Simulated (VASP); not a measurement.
# B (I4/mmm) in VASP: notebook, part 2 of 2

VASP 6.6.1.

## Step 3: Single point, PBE

This run uses another cell than the first one, of 7.27 Å³/atom, 1.229 times its volume.

Input file INCAR:

```
SYSTEM = B
PREC = Accurate ; ENCUT = 520
EDIFF = 1E-6 ; ISMEAR = 0
SIGMA = 0.1 ; LREAL = .False.
LASPH = .True. ; NELM = 100
ALGO = Normal ; ISIF = 2
LWAVE = .False. ; LCHARG = .False.
GGA = PE ; NBANDS = 8
```

Input file KPOINTS:

```
regular mesh
0
Gamma
  12 12 12
  0 0 0
```

Input file POSCAR:

```
B
1.0
   -1.0608405422      1.0608405422      1.6139141281
    1.0608405422     -1.0608405422      1.6139141281
    1.0608405422      1.0608405422     -1.6139141281
B
1
Direct
    0.0000000000      0.0000000000      0.0000000000
```

Potentials or basis: VASP PAW PBE potentials, release 64 (B).

Run with:

```console
$ cat potpaw_PBE.64/B/POTCAR > POTCAR
$ mpirun -np 1 vasp_std > vasp.out
```

OUTCAR:

```text
SYSTEM = B
   PREC = Accurate
   ENCUT = 520
   EDIFF = 1E-6
   ISMEAR = 0
   LREAL = .False.
   LASPH = .True.
   NELM = 100
   ISIF = 2
   GGA = PE

 ion  position               nearest neighbor table
   1  0.000  0.000  0.000-

  LATTYP: Found a body centered tetragonal cell.
 ALAT       =     2.1216810844
 C/A-ratio  =     1.5213541186

  Lattice vectors:

 A1 = (  -1.0608405422,   1.0608405422,   1.6139141281)
 A2 = (   1.0608405422,  -1.0608405422,   1.6139141281)
 A3 = (   1.0608405422,   1.0608405422,  -1.6139141281)

Analysis of symmetry for initial positions (statically):
=====================================================================
 Subroutine PRICEL returns:
 Original cell was already a primitive cell.

 Routine SETGRP: Setting up the symmetry group for a
 body centered tetragonal supercell.

 Subroutine GETGRP returns: Found 16 space group operations
 (whereof 16 operations were pure point group operations)
 out of a pool of 16 trial point group operations.

The static configuration has the point symmetry D_4h.

Analysis of symmetry for dynamics (positions and initial velocities):
=====================================================================
 Subroutine PRICEL returns:
 Original cell was already a primitive cell.

 Routine SETGRP: Setting up the symmetry group for a
 body centered tetragonal supercell.

 Subroutine GETGRP returns: Found 16 space group operations
 (whereof 16 operations were pure point group operations)
 out of a pool of 16 trial point group operations.

The dynamic configuration has the point symmetry D_4h.

 Subroutine INISYM returns: Found 16 space group operations
 (whereof 16 operations are pure point group operations),
 and found     1 'primitive' translations

----------------------------------------------------------------------------------------

                                     Primitive cell

  volume of cell :       7.2651

  direct lattice vectors                    reciprocal lattice vectors
    -1.060840542  1.060840542  1.613914128     0.000000000  0.471324370  0.309805826
     1.060840542 -1.060840542  1.613914128     0.471324370  0.000000000  0.309805826
     1.060840542  1.060840542 -1.613914128     0.471324370  0.471324370  0.000000000

  length of vectors
     2.203516309  2.203516309  2.203516309     0.564026871  0.564026871  0.666553316

  position of ions in fractional coordinates (direct lattice)
     0.000000000  0.000000000  0.000000000

  ion indices of the primitive-cell ions
   primitive index   ion index
                 1           1

----------------------------------------------------------------------------------------

 KPOINTS: regular mesh

Automatic generation of k-mesh.
 Grid dimensions read from file:
 generate k-points for:   12   12   12

 Generating k-lattice:

  Cartesian coordinates                     Fractional coordinates (reciprocal lattice)
     0.000000000  0.039277031  0.025817152     0.083333333  0.000000000  0.000000000
     0.039277031  0.000000000  0.025817152     0.000000000  0.083333333  0.000000000
     0.039277031  0.039277031  0.000000000     0.000000000  0.000000000  0.083333333

  Length of vectors
     0.047002239  0.047002239  0.055546110

  Shift w.r.t. Gamma in fractional coordinates (k-lattice)
     0.000000000  0.000000000  0.000000000

 Subroutine IBZKPT returns following result:
 ===========================================

 Found    163 irreducible k-points:

 Following reciprocal coordinates:
            Coordinates               Weight
  0.000000  0.000000  0.000000      1.000000
  0.083333  0.000000  0.000000      8.000000
  0.166667  0.000000 -0.000000      8.000000
  0.250000  0.000000  0.000000      8.000000
  0.333333  0.000000 -0.000000      8.000000
  0.416667  0.000000 -0.000000      8.000000
[... 16 lines left out ...]
  0.500000  0.166667  0.000000     16.000000
 -0.416667  0.166667  0.000000     16.000000
 [... further k-points ...]
   k-points           NKPTS =    163   k-points in BZ     NKDIM =    163   number of bands    NBANDS=      8
   number of dos      NEDOS =    301   number of ions     NIONS =      1
   total plane-waves  NPLWV =   4096
   dimension x,y,z NGX =    16 NGY =   16 NGZ =   16
   dimension x,y,z NGXF=    32 NGYF=   32 NGZF=   32
   ions per type =               1
   NGX,Y,Z   is equivalent  to a cutoff of  12.07, 12.07, 12.07 a.u.
   NGXF,Y,Z  is equivalent  to a cutoff of  24.14, 24.14, 24.14 a.u.
 SYSTEM =  B
   PREC   = accura    normal or accurate (medium, high low for compatibility)
   ISTART =      0    job   : 0-new  1-cont  2-samecut
   ICHARG =      2    charge: 1-file 2-atom 10-const
   ISPIN  =      1    spin polarized calculation?
   LNONCOLLINEAR =      F non collinear calculations
   LSORBIT =      F    spin-orbit coupling
   LASPH  =      T    aspherical Exc in radial PAW
   ENCUT  =  520.0 eV  38.22 Ry    6.18 a.u.   4.10  4.10  4.10*2*pi/ulx,y,z
   NELM   =    100;   NELMIN=  2; NELMDL= -5     # of ELM steps
   EDIFF  = 0.1E-05   stopping-criterion for ELM
   LREAL  =      F    real-space projection
   EDIFFG = 0.1E-04   stopping-criterion for IOM
   NSW    =      0    number of steps for IOM
   IBRION =     -1    ionic relax: 0-MD 1-quasi-New 2-CG
   NFREE  =      0    steps in history (QN), initial steepest desc. (CG)
   ISIF   =      2    stress and relaxation
   ISYM   =      2    0-nonsym 1-usesym 2-fastsym
   POTIM  = 0.5000    time-step for ionic-motion
   TEBEG  =    0.0;   TEEND  =   0.0 temperature during run
   PSTRESS=    0.0 pullay stress
   NELECT =       3.0000    total number of electrons
   NUPDOWN=      -1.0000    fix difference up-down
   EMIN   =  10.00;   EMAX   =-10.00  energy-range for DOS
   EFERMI =   0.00;   METHOD = LEGACY
   ISMEAR =     0;   SIGMA  =   0.10  broadening in eV -4-tet -1-fermi 0-gaus
   EFERMI_NEDOS =   21; number of points for ismear=-14 and -15
   IALGO  =     38    algorithm
   IMIX   =      4    mixing-type and parameters
     AMIX     =   0.40;   BMIX     =  1.00
     AMIX_MAG =   1.60;   BMIX_MAG =  1.00
  volume/ion in A,a.u.               =       7.27        49.03
  Fermi-wavevector in a.u.,A,eV,Ry     =   1.219088  2.303742 20.220644  1.486175
  Thomas-Fermi vector in A             =   2.354352
   LORBIT       =      0    0 simple, 1 ext, 2 COOP (PROOUT), +10 PAW based schemes
   GGA     = PE    functional components
   LHFCALC =     F    Hartree Fock is set to
   AEXX    =    0.0000 exact exchange contribution
   IVDW    =     0    specifies the selected vdW correction
   LEPSILON=     F    determine dielectric tensor
   LRPA    =     F    only Hartree local field effects (RPA)
 non-spin polarized calculation
 Gauss-broadening in eV      SIGMA  =   0.10
  energy-cutoff  :      520.00
  volume of cell :        7.27
 maximum number of plane-waves:       208
   NGX =  9   NGY =  9   NGZ =  9

 number of electron       3.0000000 magnetization

 Free energy of the ion-electron system (eV)
  ---------------------------------------------------
  ext. energy  EPLUGINS =         0.00000000
  ---------------------------------------------------
  free energy    TOTEN  =        -5.15864100 eV

  energy without entropy =       -5.15708757  energy(sigma->0) =       -5.15786429

 E-fermi :   8.1087     XC(G=0): -12.1591

 val. band max:        8.0854436705   @ k =  -0.4167   0.1667   0.0000
 cond. band min:       8.1258489686   @ k =  -0.2500   0.3333   0.1667
 fundamental gap:      0.0404052981
 Fermi energy:         8.1086846414

 k-point     1 :       0.0000    0.0000    0.0000
  band No.  band energies     occupation
      1      -8.6793      2.00000
      2      21.1937      0.00000
      3      21.3546      0.00000
      4      21.3546      0.00000
      5      36.5296      0.00000
      6      37.4703      0.00000
      7      37.4703      0.00000
      8      40.7042      0.00000
[... 243 lines left out ...]
 k-point    24 :      -0.4167    0.1667    0.0000
  band No.  band energies     occupation
      1      -2.4911      2.00000
      2       8.0854      1.25760
      3      16.1470      0.00000
      4      18.0984      0.00000
      5      28.1919      0.00000
      6      33.6282      0.00000
      7      39.0233      0.00000
      8      45.7738      0.00000

 [... further k-points ...]

------------------------ aborting loop because EDIFF is reached ----------------------------------------

  FORCE on cell =-STRESS in cart. coord.  units (eV):
  Direction    XX          YY          ZZ          XY          YZ          ZX
  --------------------------------------------------------------------------------------
  -------------------------------------------------------------------------------------
  Total       -1.4686252     -1.4686252     -2.0107514      0.0000000     -0.0000000      0.0000000
  in kB     -323.8776160   -323.8776160   -443.4333194      0.0000000     -0.0000000      0.0000000
  external PRESSURE =    -363.7295171 kB  Pullay stress =       0.0000000 kB

 VOLUME and BASIS-vectors are now :
 -----------------------------------------------------------------------------
  energy-cutoff  :      520.00
  volume of cell :        7.27
      direct lattice vectors                 reciprocal lattice vectors
    -1.060840542  1.060840542  1.613914128     0.000000000  0.471324370  0.309805826
     1.060840542 -1.060840542  1.613914128     0.471324370  0.000000000  0.309805826
     1.060840542  1.060840542 -1.613914128     0.471324370  0.471324370  0.000000000

 POSITION                                       TOTAL-FORCE (eV/Angst)
 -----------------------------------------------------------------------------------
      0.00000      0.00000      0.00000         0.000000      0.000000     -0.000000
 -----------------------------------------------------------------------------------
    total drift:                                0.000000     -0.000000     -0.000000

  FREE ENERGIE OF THE ION-ELECTRON SYSTEM (eV)
  ---------------------------------------------------
  free  energy   TOTEN  =        -5.1586410013 eV

  energy  without entropy=       -5.1570875719  energy(sigma->0) =       -5.15786429
```

It took 4.5 s on 1 thread of Intel Xeon 8259CL, shared host; peak memory 0.11 GiB.

What came out:

* Free energy: -5.1586 eV
* Pressure: -36.4 GPa

Stress tensor (GPa, compression positive):
```
-32.39   0.00   0.00
  0.00 -32.39   0.00
  0.00   0.00 -44.34
```
